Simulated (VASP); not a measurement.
# Zn (Fm-3m) in VASP: notebook

The runs below take Zn through single point, with LDA.

Program: VASP 6.6.1. These are calculated values, not measurements. Logs are shortened: lines on timing, memory, paths and dates and some standing lists are left out, and cuts for length are marked.

### 1 The cell of the first run

The structure is cubic, space group Fm-3m (No. 225). The conventional cell has a = 3.849 Å, b = 3.849 Å, c = 3.849 Å, α = 90.00°, β = 90.00°, γ = 90.00°. Zn (site symmetry m-3m) has 12 Zn at 2.72 Å within 3.6 Å.

### 2 Single point, LDA

The input, INCAR:

```
PREC = Accurate
ENCUT = 520
EDIFF = 1E-6
ISMEAR = -1
SIGMA = 0.1
LREAL = False
LASPH = True
NELM = 60
ALGO = Normal
ISIF = 2
LWAVE = False
LCHARG = False
NBANDS = 12
```

The input, KPOINTS:

```
regular mesh
0
Gamma
  13 13 13
```

The input, POSCAR:

```
Zn
1.0
    0.0000000000      1.9246711947      1.9246711947
    1.9246711947      0.0000000000      1.9246711947
    1.9246711947      1.9246711947      0.0000000000
Zn
1
Direct
    0.0000000000      0.0000000000      0.0000000000
```

Potentials or basis: VASP PAW LDA potentials, release 64 (Zn).

Command:

```
cat potpaw_LDA.64/Zn/POTCAR > POTCAR
mpirun -np 1 vasp_std > vasp.out
```

OUTCAR:

```text
PREC = Accurate
   ENCUT = 520
   EDIFF = 1E-6
   ISMEAR = -1
   LREAL = False
   LASPH = True
   NELM = 60
   ISIF = 2

 ion  position               nearest neighbor table
   1  0.000  0.000  0.000-

  LATTYP: Found a face centered cubic cell.
 ALAT       =     3.8493423894

  Lattice vectors:

 A1 = (   0.0000000000,   1.9246711947,   1.9246711947)
 A2 = (   1.9246711947,   0.0000000000,   1.9246711947)
 A3 = (   1.9246711947,   1.9246711947,   0.0000000000)

Analysis of symmetry for initial positions (statically):
=====================================================================
 Subroutine PRICEL returns:
 Original cell was already a primitive cell.

 Routine SETGRP: Setting up the symmetry group for a
 face centered cubic supercell.

 Subroutine GETGRP returns: Found 48 space group operations
 (whereof 48 operations were pure point group operations)
 out of a pool of 48 trial point group operations.

The static configuration has the point symmetry O_h .

Analysis of symmetry for dynamics (positions and initial velocities):
=====================================================================
 Subroutine PRICEL returns:
 Original cell was already a primitive cell.

 Routine SETGRP: Setting up the symmetry group for a
 face centered cubic supercell.

 Subroutine GETGRP returns: Found 48 space group operations
 (whereof 48 operations were pure point group operations)
 out of a pool of 48 trial point group operations.

The dynamic configuration has the point symmetry O_h .

 Subroutine INISYM returns: Found 48 space group operations
 (whereof 48 operations are pure point group operations),
 and found     1 'primitive' translations

----------------------------------------------------------------------------------------

                                     Primitive cell

  volume of cell :      14.2593

  direct lattice vectors                    reciprocal lattice vectors
     0.000000000  1.924671195  1.924671195    -0.259784633  0.259784633  0.259784633
     1.924671195  0.000000000  1.924671195     0.259784633 -0.259784633  0.259784633
     1.924671195  1.924671195  0.000000000     0.259784633  0.259784633 -0.259784633

  length of vectors
     2.721896107  2.721896107  2.721896107     0.449960183  0.449960183  0.449960183

  position of ions in fractional coordinates (direct lattice)
     0.000000000  0.000000000  0.000000000

  ion indices of the primitive-cell ions
   primitive index   ion index
                 1           1

----------------------------------------------------------------------------------------

 KPOINTS: regular mesh

Automatic generation of k-mesh.
 Grid dimensions read from file:
 generate k-points for:   13   13   13

 Generating k-lattice:

  Cartesian coordinates                     Fractional coordinates (reciprocal lattice)
    -0.019983433  0.019983433  0.019983433     0.076923077  0.000000000  0.000000000
     0.019983433 -0.019983433  0.019983433     0.000000000  0.076923077  0.000000000
     0.019983433  0.019983433 -0.019983433     0.000000000  0.000000000  0.076923077

  Length of vectors
     0.034612322  0.034612322  0.034612322

  Shift w.r.t. Gamma in fractional coordinates (k-lattice)
     0.000000000  0.000000000  0.000000000

 Subroutine IBZKPT returns following result:
 ===========================================

 Found     84 irreducible k-points:

 Following reciprocal coordinates:
            Coordinates               Weight
  0.000000  0.000000  0.000000      1.000000
  0.076923  0.000000  0.000000      8.000000
  0.153846  0.000000  0.000000      8.000000
  0.230769  0.000000  0.000000      8.000000
  0.307692  0.000000  0.000000      8.000000
  0.384615  0.000000  0.000000      8.000000
[... 16 lines left out ...]
  0.384615  0.153846  0.000000     24.000000
  0.461538  0.153846  0.000000     24.000000
 [... further k-points ...]
   k-points           NKPTS =     84   k-points in BZ     NKDIM =     84   number of bands    NBANDS=     12
   number of dos      NEDOS =    301   number of ions     NIONS =      1
   total plane-waves  NPLWV =   8000
   dimension x,y,z NGX =    20 NGY =   20 NGZ =   20
   dimension x,y,z NGXF=    40 NGYF=   40 NGZF=   40
   ions per type =               1
   NGX,Y,Z   is equivalent  to a cutoff of  12.22, 12.22, 12.22 a.u.
   NGXF,Y,Z  is equivalent  to a cutoff of  24.43, 24.43, 24.43 a.u.
 SYSTEM =  unknown system
   PREC   = accura    normal or accurate (medium, high low for compatibility)
   ISTART =      0    job   : 0-new  1-cont  2-samecut
   ICHARG =      2    charge: 1-file 2-atom 10-const
   ISPIN  =      1    spin polarized calculation?
   LNONCOLLINEAR =      F non collinear calculations
   LSORBIT =      F    spin-orbit coupling
   LASPH  =      T    aspherical Exc in radial PAW
   ENCUT  =  520.0 eV  38.22 Ry    6.18 a.u.   5.06  5.06  5.06*2*pi/ulx,y,z
   NELM   =     60;   NELMIN=  2; NELMDL= -5     # of ELM steps
   EDIFF  = 0.1E-05   stopping-criterion for ELM
   LREAL  =      F    real-space projection
   EDIFFG = 0.1E-04   stopping-criterion for IOM
   NSW    =      0    number of steps for IOM
   IBRION =     -1    ionic relax: 0-MD 1-quasi-New 2-CG
   NFREE  =      0    steps in history (QN), initial steepest desc. (CG)
   ISIF   =      2    stress and relaxation
   ISYM   =      2    0-nonsym 1-usesym 2-fastsym
   POTIM  = 0.5000    time-step for ionic-motion
   TEBEG  =    0.0;   TEEND  =   0.0 temperature during run
   PSTRESS=    0.0 pullay stress
   NELECT =      12.0000    total number of electrons
   NUPDOWN=      -1.0000    fix difference up-down
   EMIN   =  10.00;   EMAX   =-10.00  energy-range for DOS
   EFERMI =   0.00;   METHOD = LEGACY
   ISMEAR =    -1;   SIGMA  =   0.10  broadening in eV -4-tet -1-fermi 0-gaus
   EFERMI_NEDOS =   21; number of points for ismear=-14 and -15
   IALGO  =     38    algorithm
   IMIX   =      4    mixing-type and parameters
     AMIX     =   0.40;   BMIX     =  1.00
     AMIX_MAG =   1.60;   BMIX_MAG =  1.00
  volume/ion in A,a.u.               =      14.26        96.23
  Fermi-wavevector in a.u.,A,eV,Ry     =   1.545618  2.920794 32.503414  2.388934
  Thomas-Fermi vector in A             =   2.650971
   LORBIT       =      0    0 simple, 1 ext, 2 COOP (PROOUT), +10 PAW based schemes
   GGA     = CA    functional components
   LHFCALC =     F    Hartree Fock is set to
   AEXX    =    0.0000 exact exchange contribution
   IVDW    =     0    specifies the selected vdW correction
   LEPSILON=     F    determine dielectric tensor
   LRPA    =     F    only Hartree local field effects (RPA)
 non-spin polarized calculation
  energy-cutoff  :      520.00
  volume of cell :       14.26
 maximum number of plane-waves:       391
   NGX = 11   NGY = 11   NGZ = 11

 number of electron      12.0000006 magnetization

 Free energy of the ion-electron system (eV)
  ---------------------------------------------------
  ext. energy  EPLUGINS =         0.00000000
  ---------------------------------------------------
  free energy    TOTEN  =        -1.84486673 eV

  energy without entropy =       -1.83638878  energy(sigma->0) =       -1.84062776

 E-fermi :   3.2902     XC(G=0): -12.2441

 val. band max:        3.1305569038   @ k =  -0.3846   0.3846   0.0769
 cond. band min:       3.3190760829   @ k =  -0.3846   0.3077   0.0000
 fundamental gap:      0.1885191791
 Fermi energy:         3.2902064499

 k-point     1 :       0.0000    0.0000    0.0000
  band No.  band energies     occupation
      1      -7.5517      2.00000
      2      -4.5574      2.00000
      3      -4.5574      2.00000
      4      -4.5574      2.00000
      5      -4.1276      2.00000
      6      -4.1276      2.00000
      7      22.3021      0.00000
      8      22.3021      0.00000
      9      22.3021      0.00000
     10      22.8158      0.00000
     11      25.1669      0.00000
     12      25.1669      0.00000

 k-point     2 :       0.0769    0.0000    0.0000
  band No.  band energies     occupation
      1      -7.3657      2.00000
      2      -4.5738      2.00000
      3      -4.5350      2.00000
      4      -4.5350      2.00000
      5      -4.1339      2.00000
      6      -4.1339      2.00000
      7      19.4152      0.00000
      8      21.7426      0.00000
      9      21.7426      0.00000
     10      22.6266      0.00000
     11      26.0414      0.00000
     12      26.0414      0.00000

 k-point     3 :       0.1538    0.0000    0.0000
  band No.  band energies     occupation
      1      -6.8263      2.00000
      2      -4.5983      2.00000
      3      -4.4866      2.00000
      4      -4.4866      2.00000
      5      -4.1365      2.00000
      6      -4.1365      2.00000
      7      15.5184      0.00000
      8      20.8471      0.00000
      9      20.8471      0.00000
     10      22.4614      0.00000
     11      27.8256      0.00000
     12      27.8348      0.00000

 k-point     4 :       0.2308    0.0000    0.0000
  band No.  band energies     occupation
      1      -6.0474      2.00000
      2      -4.5026      2.00000
      3      -4.4648      2.00000
      4      -4.4648      2.00000
      5      -4.0910      2.00000
      6      -4.0910      2.00000
      7      11.8072      0.00000
      8      20.1008      0.00000
      9      20.1008      0.00000
     10      22.1906      0.00000
     11      26.4618      0.00000
     12      26.4618      0.00000

 k-point     5 :       0.3077    0.0000    0.0000
  band No.  band energies     occupation
      1      -5.4954      2.00000
      2      -4.4913      2.00000
      3      -4.4913      2.00000
      4      -3.9893      2.00000
      5      -3.9893      2.00000
      6      -3.8056      2.00000
      7       8.3771      0.00000
      8      19.5810      0.00000
      9      19.5810      0.00000
     10      21.8497      0.00000
     11      24.8337      0.00000
     12      24.8337      0.00000

 k-point     6 :       0.3846    0.0000    0.0000
  band No.  band energies     occupation
      1      -5.3872      2.00000
      2      -4.5321      2.00000
      3      -4.5321      2.00000
      4      -3.8829      2.00000
      5      -3.8829      2.00000
      6      -2.2907      2.00000
      7       5.2766      0.00000
      8      19.2790      0.00000
      9      19.2790      0.00000
     10      21.5316      0.00000
     11      23.6747      0.00000
     12      23.6747      0.00000

 k-point     7 :       0.4615    0.0000    0.0000
  band No.  band energies     occupation
      1      -5.3880      2.00000
      2      -4.5588      2.00000
      3      -4.5588      2.00000
      4      -3.8179      2.00000
      5      -3.8179      2.00000
      6      -0.4074      2.00000
      7       2.6486      1.99674
      8      19.1514      0.00000
      9      19.1514      0.00000
     10      21.3409      0.00000
     11      23.0634      0.00000
     12      23.0634      0.00000

 k-point     8 :       0.0769    0.0769    0.0000
  band No.  band energies     occupation
      1      -7.3037      2.00000
      2      -4.5972      2.00000
      3      -4.5178      2.00000
      4      -4.5178      2.00000
      5      -4.1631      2.00000
      6      -4.1104      2.00000
      7      20.3764      0.00000
      8      20.3764      0.00000
      9      21.3004      0.00000
     10      21.5932      0.00000
     11      27.1960      0.00000
     12      27.4676      0.00000
[... 166 lines left out ...]
 k-point    20 :       0.1538    0.1538    0.0000
  band No.  band energies     occupation
      1      -6.5870      2.00000
      2      -4.7071      2.00000
      3      -4.4037      2.00000
      4      -4.4037      2.00000
      5      -4.2361      2.00000
      6      -4.0625      2.00000
      7      17.8588      0.00000
      8      17.8588      0.00000
      9      19.4640      0.00000
     10      20.2224      0.00000
     11      22.7600      0.00000
     12      30.5612      0.00000

 k-point    21 :       0.2308    0.1538    0.0000
  band No.  band energies     occupation
      1      -5.9975      2.00000
      2      -4.7684      2.00000
      3      -4.3867      2.00000
      4      -4.3399      2.00000
      5      -4.1450      2.00000
      6      -4.0206      2.00000
      7      14.7446      0.00000
      8      16.8416      0.00000
      9      19.1353      0.00000
     10      20.3230      0.00000
     11      21.3757      0.00000
     12      30.4835      0.00000

 k-point    22 :       0.3077    0.1538    0.0000
  band No.  band energies     occupation
      1      -5.3697      2.00000
      2      -4.7425      2.00000
      3      -4.4598      2.00000
      4      -4.3253      2.00000
      5      -3.9403      2.00000
      6      -3.6801      2.00000
      7      11.1947      0.00000
      8      16.1908      0.00000
      9      18.1349      0.00000
     10      18.9227      0.00000
     11      23.6782      0.00000
     12      29.9462      0.00000

 k-point    23 :       0.3846    0.1538    0.0000
  band No.  band energies     occupation
      1      -5.1749      2.00000
      2      -4.5912      2.00000
      3      -4.4522      2.00000
      4      -4.3536      2.00000
      5      -3.8507      2.00000
      6      -2.5737      2.00000
      7       7.8927      0.00000
      8      15.9311      0.00000
      9      16.4551      0.00000
     10      18.6986      0.00000
     11      26.3342      0.00000
     12      28.7872      0.00000

 k-point    24 :       0.4615    0.1538    0.0000
  band No.  band energies     occupation
      1      -5.1753      2.00000
      2      -4.6297      2.00000
      3      -4.3922      2.00000
      4      -4.2638      2.00000
      5      -3.8009      2.00000
      6      -0.8685      2.00000
      7       4.9153      0.00000
      8      15.0625      0.00000
      9      16.0811      0.00000
     10      18.7842      0.00000
     11      27.4868      0.00000
     12      28.1696      0.00000

 [... further k-points ...]
[... 5 lines left out ...]
  --------------------------------------------------------------------------------------
  -------------------------------------------------------------------------------------
  Total       -0.3563013     -0.3563013     -0.3563013      0.0000000     -0.0000000      0.0000000
  in kB      -40.0339363    -40.0339363    -40.0339363      0.0000000     -0.0000000      0.0000000
  external PRESSURE =     -40.0339363 kB  Pullay stress =       0.0000000 kB

 VOLUME and BASIS-vectors are now :
 -----------------------------------------------------------------------------
  energy-cutoff  :      520.00
  volume of cell :       14.26
      direct lattice vectors                 reciprocal lattice vectors
     0.000000000  1.924671195  1.924671195    -0.259784633  0.259784633  0.259784633
     1.924671195  0.000000000  1.924671195     0.259784633 -0.259784633  0.259784633
     1.924671195  1.924671195  0.000000000     0.259784633  0.259784633 -0.259784633

 POSITION                                       TOTAL-FORCE (eV/Angst)
 -----------------------------------------------------------------------------------
      0.00000      0.00000      0.00000         0.000000     -0.000000      0.000000
 -----------------------------------------------------------------------------------
    total drift:                                0.000000      0.000000      0.000000

  FREE ENERGIE OF THE ION-ELECTRON SYSTEM (eV)
  ---------------------------------------------------
  free  energy   TOTEN  =        -1.8448667255 eV

  energy  without entropy=       -1.8363887848  energy(sigma->0) =       -1.84062776
```

It took 6.1 s on 1 thread of Intel Xeon 6975P-C, shared host; peak memory 0.12 GiB.

What came out:

| Item | Value |
| --- | --- |
| Free energy | -1.8449 eV |
| Pressure | -4.0 GPa |
| Band gap on the k mesh | zero (band 6 reaches 4.40 eV, above the bottom of band 7 at 2.18 eV) |

### 3 Single point, LDA

This run uses another cell than the first one, of 14.71 Å³/atom, 1.032 times its volume.

The input, INCAR:

```
SYSTEM = Zn
PREC = Accurate
ENCUT = 520
EDIFF = 1E-7
ISMEAR = -1
SIGMA = 0.1
LREAL = .FALSE.
LASPH = .TRUE.
NELM = 60
ALGO = Normal
ISIF = 2
LWAVE = .FALSE.
LCHARG = .TRUE.
GGA = CA
LELF = .TRUE.
LVHAR = .TRUE.
NBANDS = 12
```

The input, KPOINTS:

```
Automatic mesh
0
G
  13 13 13
  0 0 0
```

The input, POSCAR:

```
Zn
1.0
    0.0000000000      1.9449323804      1.9449323804
    1.9449323804      0.0000000000      1.9449323804
    1.9449323804      1.9449323804      0.0000000000
Zn
1
Direct
    0.0000000000      0.0000000000      0.0000000000
```

Potentials or basis: VASP PAW LDA potentials, release 64 (Zn).

Command:

```
cat potpaw_LDA.64/Zn/POTCAR > POTCAR
mpirun -np 1 vasp_std > vasp.out
```

Run time: 7.5 s. Hardware: 1 thread of Intel Xeon 6975P-C, shared host; peak memory 0.13 GiB.

The run converged. Its results:

```yaml
Free_energy: -1.8300 eV
Pressure: -6.3 GPa
Band_gap_on_the_k_mesh: zero (band 6 reaches 4.17 eV, above the bottom of band 7 at 1.89 eV)
```

Levels at points of the mesh, in eV from the Fermi level:
| k point | band 3 | band 4 | band 5 | band 6 | band 7 | band 8 | band 9 | band 10 |
| --- | --- | --- | --- | --- | --- | --- | --- | --- |
| (0.00, 0.00, 0.00) | -7.76 | -7.76 | -7.35 | -7.35 | 18.56 | 18.56 | 18.56 | 19.29 |

(Part 1 of 2 ends here.)
